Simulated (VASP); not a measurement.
# NbP (P4/nmm) in VASP: further runs

Runs on NbP. Level: r2SCAN. Tasks: single point.

All numbers are computed with VASP 6.6.1; they aren't measurements. Logs are shortened: lines on timing, memory, paths and dates and some standing lists are left out, and cuts for length are marked.

### Step 1. The cell of the first run

It takes space group P4/nmm (No. 129, tetragonal). Conventional cell: a = 3.392 Å, b = 3.392 Å, c = 5.681 Å, α = 90.00°, β = 90.00°, γ = 90.00°. Nb (site symmetry 4mm) has 4 P at 2.54 Å and 8 Nb at 3.06 to 3.39 Å within 3.4 Å. P (site symmetry -4m2) has 4 P at 2.40 Å and 4 Nb at 2.54 Å within 3.2 Å.

### Step 2. Single point, r2SCAN

Input file POSCAR:

```
NbP
1.0
    3.3916391894      0.0000000000      0.0000000000
    0.0000000000      3.3916391894      0.0000000000
    0.0000000000      0.0000000000      5.6812970233
Nb P
2 2
Direct
    0.0000000000      0.5000000000      0.3327280841
    0.5000000000      0.0000000000      0.6672719159
    0.0000000000      0.0000000000      0.0000000000
    0.5000000000      0.5000000000      0.0000000000
```

Input file INCAR.step1:

```
ALGO     = Normal         # electronic algorithm
EDIFF    = 1E-4           # SCF threshold, eV
ENCUT    = 520            # plane-wave cutoff, eV
GGA      = PE             # functional
ISMEAR   = 0              # smearing method
LASPH    = True           # aspherical terms in the spheres
LCHARG   = False          # write CHGCAR
LREAL    = False          # projectors in reciprocal space
LWAVE    = True           # write WAVECAR
NBANDS   = 26             # bands
NELM     = 100            # most SCF steps
PREC     = Accurate       # precision mode
SIGMA    = 0.1            # smearing width, eV
```

Input file INCAR.step2:

```
ALGO     = Normal         # electronic algorithm
EDIFF    = 1E-6           # SCF threshold, eV
ENCUT    = 520            # plane-wave cutoff, eV
ISIF     = 2              # what is computed and relaxed
ISMEAR   = 0              # smearing method
ISTART   = 1            
LASPH    = True           # aspherical terms in the spheres
LCHARG   = False          # write CHGCAR
LMIXTAU  = True         
LREAL    = False          # projectors in reciprocal space
LWAVE    = False          # write WAVECAR
METAGGA  = R2SCAN         # meta-GGA
NBANDS   = 26             # bands
NELM     = 100            # most SCF steps
PREC     = Accurate       # precision mode
SIGMA    = 0.1            # smearing width, eV
```

Input file KPOINTS:

```
k-points
0
Gamma
  6 6 4
```

Potentials or basis: VASP PAW PBE potentials, release 64 (Nb_sv, P).

The run is started by

```sh
cat potpaw_PBE.64/Nb_sv/POTCAR potpaw_PBE.64/P/POTCAR > POTCAR
cp INCAR.step1 INCAR
mpirun -np 1 vasp_std > vasp.out
cp INCAR.step2 INCAR
mpirun -np 1 vasp_std > vasp.out
```

OUTCAR:

```text
EDIFF = 1E-6
   ENCUT = 520
   ISIF = 2
   ISMEAR = 0
   ISTART = 1
   LASPH = True
   LREAL = False
   METAGGA = R2SCAN
   NELM = 100
   PREC = Accurate

 ion  position               nearest neighbor table
   1  0.000  0.500  0.333-   3 2.54   4 2.54   3 2.54   4 2.54
   2  0.500  0.000  0.667-   3 2.54   4 2.54   4 2.54   3 2.54
   3  0.000  0.000  0.000-   4 2.40   4 2.40   4 2.40   4 2.40   2 2.54   2 2.54   1 2.54   1 2.54

   4  0.500  0.500  0.000-   3 2.40   3 2.40   3 2.40   3 2.40   2 2.54   1 2.54   1 2.54   2 2.54

  LATTYP: Found a simple tetragonal cell.
 ALAT       =     3.3916391894
 C/A-ratio  =     1.6750888600

  Lattice vectors:

 A1 = (   3.3916391894,   0.0000000000,   0.0000000000)
 A2 = (   0.0000000000,   3.3916391894,   0.0000000000)
 A3 = (   0.0000000000,   0.0000000000,   5.6812970233)

Analysis of symmetry for initial positions (statically):
=====================================================================
 Subroutine PRICEL returns:
 Original cell was already a primitive cell.

 Routine SETGRP: Setting up the symmetry group for a
 simple tetragonal supercell.

 Subroutine GETGRP returns: Found 16 space group operations
 (whereof  8 operations were pure point group operations)
 out of a pool of 16 trial point group operations.

The static configuration has the point symmetry D_2d.
 The point group associated with its full space group is D_4h.

Analysis of symmetry for dynamics (positions and initial velocities):
=====================================================================
 Subroutine PRICEL returns:
 Original cell was already a primitive cell.

 Routine SETGRP: Setting up the symmetry group for a
 simple tetragonal supercell.

 Subroutine GETGRP returns: Found 16 space group operations
 (whereof  8 operations were pure point group operations)
 out of a pool of 16 trial point group operations.

The dynamic configuration has the point symmetry D_2d.
 The point group associated with its full space group is D_4h.

 Subroutine INISYM returns: Found 16 space group operations
 (whereof  8 operations are pure point group operations),
 and found     1 'primitive' translations

----------------------------------------------------------------------------------------

                                     Primitive cell

  volume of cell :      65.3532

  direct lattice vectors                    reciprocal lattice vectors
     3.391639189  0.000000000  0.000000000     0.294842683  0.000000000  0.000000000
     0.000000000  3.391639189  0.000000000     0.000000000  0.294842683  0.000000000
     0.000000000  0.000000000  5.681297023     0.000000000  0.000000000  0.176016145

  length of vectors
     3.391639189  3.391639189  5.681297023     0.294842683  0.294842683  0.176016145

  position of ions in fractional coordinates (direct lattice)
     0.000000000  0.500000000  0.332728084
     0.500000000  0.000000000  0.667271916
     0.000000000  0.000000000  0.000000000
     0.500000000  0.500000000  0.000000000

  ion indices of the primitive-cell ions
   primitive index   ion index
                 1           1
                 2           2
                 3           3
                 4           4

----------------------------------------------------------------------------------------

 KPOINTS: k-points

Automatic generation of k-mesh.
 Grid dimensions read from file:
 generate k-points for:    6    6    4

 Generating k-lattice:

  Cartesian coordinates                     Fractional coordinates (reciprocal lattice)
     0.049140447  0.000000000  0.000000000     0.166666667  0.000000000  0.000000000
     0.000000000  0.049140447  0.000000000     0.000000000  0.166666667  0.000000000
     0.000000000  0.000000000  0.044004036     0.000000000  0.000000000  0.250000000

  Length of vectors
     0.049140447  0.049140447  0.044004036

  Shift w.r.t. Gamma in fractional coordinates (k-lattice)
     0.000000000  0.000000000  0.000000000

 Subroutine IBZKPT returns following result:
 ===========================================

 Found     30 irreducible k-points:

 Following reciprocal coordinates:
            Coordinates               Weight
  0.000000  0.000000  0.000000      1.000000
  0.166667  0.000000  0.000000      4.000000
  0.333333  0.000000  0.000000      4.000000
  0.500000  0.000000  0.000000      2.000000
  0.166667  0.166667  0.000000      4.000000
  0.333333  0.166667  0.000000      8.000000
[... 16 lines left out ...]
  0.333333  0.000000  0.500000      4.000000
  0.500000  0.000000  0.500000      2.000000
 [... further k-points ...]
   k-points           NKPTS =     30   k-points in BZ     NKDIM =     30   number of bands    NBANDS=     26
   number of dos      NEDOS =    301   number of ions     NIONS =      4
   total plane-waves  NPLWV =  32928
   dimension x,y,z NGX =    28 NGY =   28 NGZ =   42
   dimension x,y,z NGXF=    56 NGYF=   56 NGZF=   84
   ions per type =               2   2
   NGX,Y,Z   is equivalent  to a cutoff of  13.72, 13.72, 12.29 a.u.
   NGXF,Y,Z  is equivalent  to a cutoff of  27.45, 27.45, 24.58 a.u.
 SYSTEM =  unknown system
   PREC   = accura    normal or accurate (medium, high low for compatibility)
   ISTART =      1    job   : 0-new  1-cont  2-samecut
   ICHARG =      0    charge: 1-file 2-atom 10-const
   ISPIN  =      1    spin polarized calculation?
   LNONCOLLINEAR =      F non collinear calculations
   LSORBIT =      F    spin-orbit coupling
   LASPH  =      T    aspherical Exc in radial PAW
   ENCUT  =  520.0 eV  38.22 Ry    6.18 a.u.   6.31  6.31 10.56*2*pi/ulx,y,z
   NELM   =    100;   NELMIN=  2; NELMDL=  0     # of ELM steps
   EDIFF  = 0.1E-05   stopping-criterion for ELM
   LREAL  =      F    real-space projection
   EDIFFG = 0.1E-04   stopping-criterion for IOM
   NSW    =      0    number of steps for IOM
   IBRION =     -1    ionic relax: 0-MD 1-quasi-New 2-CG
   NFREE  =      0    steps in history (QN), initial steepest desc. (CG)
   ISIF   =      2    stress and relaxation
   ISYM   =      2    0-nonsym 1-usesym 2-fastsym
   POTIM  = 0.5000    time-step for ionic-motion
   TEBEG  =    0.0;   TEEND  =   0.0 temperature during run
   PSTRESS=    0.0 pullay stress
   NELECT =      36.0000    total number of electrons
   NUPDOWN=      -1.0000    fix difference up-down
   EMIN   =  10.00;   EMAX   =-10.00  energy-range for DOS
   EFERMI =   0.00;   METHOD = LEGACY
   ISMEAR =     0;   SIGMA  =   0.10  broadening in eV -4-tet -1-fermi 0-gaus
   EFERMI_NEDOS =   21; number of points for ismear=-14 and -15
   IALGO  =     38    algorithm
   IMIX   =      4    mixing-type and parameters
     AMIX     =   0.40;   BMIX     =  1.00
     AMIX_MAG =   1.60;   BMIX_MAG =  1.00
  volume/ion in A,a.u.               =      16.34       110.26
  Fermi-wavevector in a.u.,A,eV,Ry     =   1.342003  2.536017 24.503703  1.800971
  Thomas-Fermi vector in A             =   2.470191
   LORBIT       =      0    0 simple, 1 ext, 2 COOP (PROOUT), +10 PAW based schemes
   METAGGA = R2SCAN    functional components
   LHFCALC =     F    Hartree Fock is set to
   AEXX    =    0.0000 exact exchange contribution
   IVDW    =     0    specifies the selected vdW correction
   LEPSILON=     F    determine dielectric tensor
   LRPA    =     F    only Hartree local field effects (RPA)
 non-spin polarized calculation
 Gauss-broadening in eV      SIGMA  =   0.10
  energy-cutoff  :      520.00
  volume of cell :       65.35
 maximum number of plane-waves:      1780
 NGX is ok and might be reduce to    28
   NGX = 13   NGY = 13   NGZ = 21

 number of electron      35.9999994 magnetization

 Free energy of the ion-electron system (eV)
  ---------------------------------------------------
  ext. energy  EPLUGINS =         0.00000000
  ---------------------------------------------------
  free energy    TOTEN  =       -68.95498754 eV

  energy without entropy =      -68.95339335  energy(sigma->0) =      -68.95419045

 E-fermi :  10.6857     XC(G=0): -12.7757

 val. band max:       10.4898312380   @ k =   0.1667   0.1667   0.0000
 cond. band min:      10.7412523233   @ k =   0.3333   0.0000   0.0000
 fundamental gap:      0.2514210853
 Fermi energy:        10.6857239379

 k-point     1 :       0.0000    0.0000    0.0000
  band No.  band energies     occupation
      1     -46.0910      2.00000
      2     -45.9897      2.00000
      3     -21.6878      2.00000
      4     -21.4210      2.00000
      5     -21.4210      2.00000
      6     -21.3153      2.00000
[... 18 lines left out ...]
     25      14.0933      0.00000
     26      17.0409      0.00000

 k-point     2 :       0.1667    0.0000    0.0000
  band No.  band energies     occupation
      1     -46.0805      2.00000
      2     -45.9927      2.00000
      3     -21.6716      2.00000
      4     -21.5134      2.00000
      5     -21.4008      2.00000
      6     -21.2779      2.00000
[... 18 lines left out ...]
     25      15.2808      0.00000
     26      15.6472      0.00000

 k-point     3 :       0.3333    0.0000    0.0000
  band No.  band energies     occupation
      1     -46.0544      2.00000
      2     -46.0037      2.00000
      3     -21.6593      2.00000
      4     -21.6332      2.00000
      5     -21.3487      2.00000
      6     -21.3201      2.00000
[... 18 lines left out ...]
     25      14.9110      0.00000
     26      15.3539      0.00000

 k-point     4 :       0.5000    0.0000    0.0000
  band No.  band energies     occupation
      1     -46.0253      2.00000
      2     -46.0253      2.00000
      3     -21.6773      2.00000
      4     -21.6773      2.00000
      5     -21.3121      2.00000
      6     -21.3121      2.00000
[... 18 lines left out ...]
     25      15.2872      0.00000
     26      15.2878      0.00000
[... 496 lines left out ...]
      1     -46.0794      2.00000
      2     -45.9937      2.00000
      3     -21.6357      2.00000
      4     -21.5346      2.00000
      5     -21.3971      2.00000
      6     -21.3004      2.00000
[... 18 lines left out ...]
     25      14.9396      0.00000
     26      15.2655      0.00000

 k-point    23 :       0.3333    0.0000    0.5000
  band No.  band energies     occupation
      1     -46.0538      2.00000
      2     -46.0043      2.00000
      3     -21.6602      2.00000
      4     -21.6591      2.00000
      5     -21.3465      2.00000
      6     -21.2945      2.00000
[... 18 lines left out ...]
     25      14.1302      0.00000
     26      14.8775      0.00000

 k-point    24 :       0.5000    0.0000    0.5000
  band No.  band energies     occupation
      1     -46.0253      2.00000
      2     -46.0253      2.00000
      3     -21.6996      2.00000
      4     -21.6996      2.00000
      5     -21.2884      2.00000
      6     -21.2884      2.00000
[... 18 lines left out ...]
     25      14.1354      0.00000
     26      14.1354      0.00000

 [... further k-points ...]
[... 5 lines left out ...]
  --------------------------------------------------------------------------------------
  -------------------------------------------------------------------------------------
  Total       -0.1530746     -0.1530746     -0.1521805      0.0000000      0.0000000      0.0000000
  in kB       -3.7527254     -3.7527254     -3.7308080      0.0000000      0.0000000      0.0000000
  external PRESSURE =      -3.7454196 kB  Pullay stress =       0.0000000 kB

 VOLUME and BASIS-vectors are now :
 -----------------------------------------------------------------------------
  energy-cutoff  :      520.00
  volume of cell :       65.35
      direct lattice vectors                 reciprocal lattice vectors
     3.391639189  0.000000000  0.000000000     0.294842683  0.000000000  0.000000000
     0.000000000  3.391639189  0.000000000     0.000000000  0.294842683  0.000000000
     0.000000000  0.000000000  5.681297023     0.000000000  0.000000000  0.176016145

 POSITION                                       TOTAL-FORCE (eV/Angst)
 -----------------------------------------------------------------------------------
      0.00000      1.69582      1.89033         0.000000      0.000000     -0.036204
      1.69582      0.00000      3.79097         0.000000     -0.000000      0.036204
      0.00000      0.00000      0.00000         0.000000      0.000000      0.000000
      1.69582      1.69582      0.00000         0.000000     -0.000000      0.000000
 -----------------------------------------------------------------------------------
    total drift:                                0.000000      0.000000     -0.000000

  FREE ENERGIE OF THE ION-ELECTRON SYSTEM (eV)
  ---------------------------------------------------
  free  energy   TOTEN  =       -68.9549875359 eV

  energy  without entropy=      -68.9533933548  energy(sigma->0) =      -68.95419045
```

Run time: 2 min. Hardware: 1 thread of Intel Xeon Platinum 8488C (Sapphire Rapids), shared host; peak memory 0.2 GiB.

What came out:

```
Free energy            : -68.9550 eV
Pressure               : -0.4 GPa
Largest force          : 0.036 eV/Å
Band gap on the k mesh : zero (bands 18 and 19 overlap by 1.01 eV)
```

Forces on the atoms (eV/Å):
```
Nb   0.000  0.000 -0.036
Nb   0.000  0.000  0.036
P    0.000  0.000  0.000
P    0.000  0.000  0.000
```

Levels at points of the mesh, in eV from the Fermi level:
| k point | band 15 | band 16 | band 17 | band 18 | band 19 | band 20 | band 21 | band 22 |
| --- | --- | --- | --- | --- | --- | --- | --- | --- |
| (0.00, 0.00, 0.00) | -2.55 | -2.41 | -0.32 | 0.62 | 0.62 | 1.22 | 1.52 | 1.52 |
| (0.50, 0.00, 0.00) | -1.99 | -1.99 | -0.74 | -0.74 | -0.39 | -0.39 | 2.70 | 2.70 |
| (0.50, 0.50, 0.00) | -1.52 | -1.52 | -1.00 | -1.00 | 2.13 | 2.13 | 2.98 | 2.98 |
| (0.00, 0.00, 0.50) | -2.84 | -1.10 | -0.68 | -0.68 | 0.15 | 1.47 | 2.17 | 2.57 |
| (0.50, 0.00, 0.50) | -2.64 | -2.64 | -0.44 | -0.44 | 1.26 | 1.26 | 2.03 | 2.03 |
| (0.50, 0.50, 0.50) | -2.76 | -2.76 | -0.38 | -0.38 | 2.99 | 2.99 | 3.56 | 3.56 |

Caveat: the PAW data sets were made with another functional, which shifts forces and pressure a little.

(Continued in part 2 of 2.)

The gap in the log of VASP goes by the Fermi energy; the results here count the filled bands.